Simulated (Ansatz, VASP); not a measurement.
# In in VASP and in Ansatz

```
In
1.0
    -1.61906    1.66124    2.52477
     1.66124   -1.61906    2.52477
     1.56693    1.56693   -2.49705
In
1
Direct
  0.00000 0.00000 0.00000
```

Alike in both runs: task single point; functional r2SCAN; k mesh 11 × 11 × 14; occupations methfessel-paxton of order 1, width 0.6 eV; no spin polarisation.

|  | VASP | Ansatz |
| --- | --- | --- |
| version | VASP 6.6.1 | Ansatz 0.2.0 |
| potentials or method | VASP PAW PBE potentials, release 64 (In_d), cutoff 520 eV | plane waves (500 eV) with PAW, scalar-relativistic |
| valence electrons in the cell | 13 | 13 |

Ansatz gave:

| Item | Value |
| --- | --- |
| pressure (GPa) | 0.0 |
| traceless stress, the component that is largest in VASP (GPa) | -0.16 |

**Question.** Estimate VASP's values.

**Answer.** Pressure (GPa): 0.0; traceless stress, the component that is largest in VASP (GPa): -0.17.

VASP's potentials were made for PBE, not for r2SCAN.
